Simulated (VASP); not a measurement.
**Ru: single point with LDA**

Ru:

```
CELL_PARAMETERS angstrom
2.69744 0.00000 0.00000
-1.34872 2.33605 0.00000
0.00000 0.00000 4.36985
ATOMIC_POSITIONS crystal
Ru 0.33333 0.66667 0.25000
Ru 0.66667 0.33333 0.75000
```

```json
{"Program": "VASP 6.6.1", "Task": "single point", "Functional": "LDA", "Potentials or basis": "VASP PAW LDA potentials, release 64 (Ru_pv)", "Cutoff": "500 eV", "k mesh": "11 × 11 × 6", "Occupations": "fermi-dirac, width 0.0816 eV", "Spin": "no spin polarisation"}
```

```yaml
Pressure: -15.6 GPa
Band_gap_on_the_k_mesh: zero (band 14 reaches 13.99 eV, above the bottom of band 15 at 11.06 eV)
```

Stress tensor (GPa, compression positive):
```
-11.84   0.00   0.00
  0.00 -11.84   0.00
  0.00   0.00 -23.10
```

Levels at points of the mesh, in eV from the Fermi level:
```csv
k point,band 12,band 13,band 14,band 15,band 16,band 17
"(0.00, 0.00, 0.00)",-1.86,-1.86,-1.13,-1.13,1.07,1.23
"(0.00, 0.00, 0.50)",-2.58,-2.58,-2.58,0.58,0.58,0.58
```

Wall time 17 s on 1 thread of Intel(R) Xeon(R) Platinum 8488C (Sapphire Rapids) (shared host), peak memory 0.14 GiB.
